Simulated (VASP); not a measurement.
Crystal: Pd.

```xyz
1
Lattice="0.0000 1.9735 1.9735 1.9735 0.0000 1.9735 1.9735 1.9735 0.0000" Properties=species:S:1:pos:R:3 pbc="T T T"
Pd    0.0000    0.0000    0.0000
```

Base run:

| Item | Value |
| --- | --- |
| Program | VASP 6.6.1 |
| Functional | PBE |
| Potentials or basis | VASP PAW PBE potentials, release 64 (Pd) |
| Cutoff | 520 eV |
| k mesh | 14 × 14 × 14 |
| Occupations | fermi-dirac, width 0.2 eV |
| Spin | no spin polarisation |

Its results: band gap on the k mesh zero (band 5 reaches 9.37 eV, above the bottom of band 6 at 7.88 eV); pressure 0.3 GPa.

Q: The run is repeated on the same cell with these changes: occupations from fermi-dirac, width 0.2 eV to gaussian, width 1 eV. What comes out?

A: Band gap on the k mesh zero (band 5 reaches 9.35 eV, above the bottom of band 6 at 7.86 eV); pressure 1.8 GPa.
